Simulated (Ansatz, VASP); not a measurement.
**Al: VASP beside Ansatz**

The input POSCAR:

```
Al
1.0
    2.8221979706      0.0000000000      0.0000000000
   -1.4110989853      2.4440951371      0.0000000000
    0.0000000000      0.0000000000     31.2086038337
Al
8
Direct
    0.3333333333      0.6666666667      0.2403183443
    0.0000000000      0.0000000000      0.3145131030
    0.6666666667      0.3333333333      0.3887078618
    0.0000000000      0.0000000000      0.4629026206
    0.3333333333      0.6666666667      0.5370973794
    0.0000000000      0.0000000000      0.6112921382
    0.6666666667      0.3333333333      0.6854868970
    0.0000000000      0.0000000000      0.7596816557
```

Contents of INCAR.step1:

```
SYSTEM = Al
ALGO = Normal
DIPOL = 0.5 0.5 0.500
EDIFF = 1E-4
ENCUT = 520
GGA = PE
IDIPOL = 3
ISMEAR = 0
LASPH = .True.
LCHARG = .False.
LDIPOL = .True.
LREAL = .False.
LWAVE = .True.
NBANDS = 22
NELM = 60
PREC = Accurate
SIGMA = 0.1
```

File INCAR.step2:

```
SYSTEM = Al
ALGO = Normal
DIPOL = 0.5 0.5 0.500
EDIFF = 1E-6
ENCUT = 520
IDIPOL = 3
ISIF = 2
ISMEAR = 0
ISTART = 1
LASPH = .True.
LCHARG = .True.
LDIPOL = .True.
LELF = .True.
LMIXTAU = .True.
LREAL = .False.
LVACPOTAV = .True.
LVHAR = .True.
LWAVE = .False.
METAGGA = R2SCAN
NBANDS = 22
NELM = 60
PREC = Accurate
SIGMA = 0.1
```

The input KPOINTS:

```
k-points
0
Gamma
  12 12 1
  0 0 0
```

Input for Ansatz:

```yaml
crystal:
  lattice:
    - [2.8221979706, 0.0, 0.0]
    - [-1.4110989853, 2.4440951371, 0.0]
    - [0.0, 0.0, 31.2086038337]
  atoms:
    - { symbol: Al, position: [0.3333333333, 0.6666666667, 0.2403183443] }
    - { symbol: Al, position: [0.0, 0.0, 0.314513103] }
    - { symbol: Al, position: [0.6666666667, 0.3333333333, 0.3887078618] }
    - { symbol: Al, position: [0.0, 0.0, 0.4629026206] }
    - { symbol: Al, position: [0.3333333333, 0.6666666667, 0.5370973794] }
    - { symbol: Al, position: [0.0, 0.0, 0.6112921382] }
    - { symbol: Al, position: [0.6666666667, 0.3333333333, 0.685486897] }
    - { symbol: Al, position: [0.0, 0.0, 0.7596816557] }
basis:
  ecutwfc: 500
kpoints:
  mp_grid: { grid: [12, 12, 1] }
hamiltonian:
  xc: r2scan
scf:
  occupations: { method: gaussian, width: 0.1 }
output:
  forces: true
  stress: true
  eigenvalues: true
efield:
  axis: 3
  dipole_correction: true
  ramp_width: 0.04
```

Alike in both runs: task single point; functional r2SCAN; k mesh 12 × 12 × 1; occupations gaussian, width 0.1 eV; no spin polarisation.

```csv
,VASP,Ansatz
version,VASP 6.6.1,Ansatz 0.2.0
potentials or method,"VASP PAW PBE potentials, release 64 (Al), cutoff 520 eV","scalar-relativistic, plane waves, PAW"
valence electrons in the cell,24,24
```

|  | VASP | Ansatz | Ansatz less VASP |
| --- | --- | --- | --- |
| gap on the k mesh at the Fermi level (eV) | none | none | - |
| rms of the force components (eV/Å) | 0.040 | 0.043 | +0.0022 |
| work function, face that differs most (eV) | 4.19 | 4.18 | -0.008 |

VASP's potentials were made for PBE, not for r2SCAN. Atom by atom the forces differ by 0.004 eV/Å (rms over components). A gap of «none» marks a metal or a gap that the smearing closes.
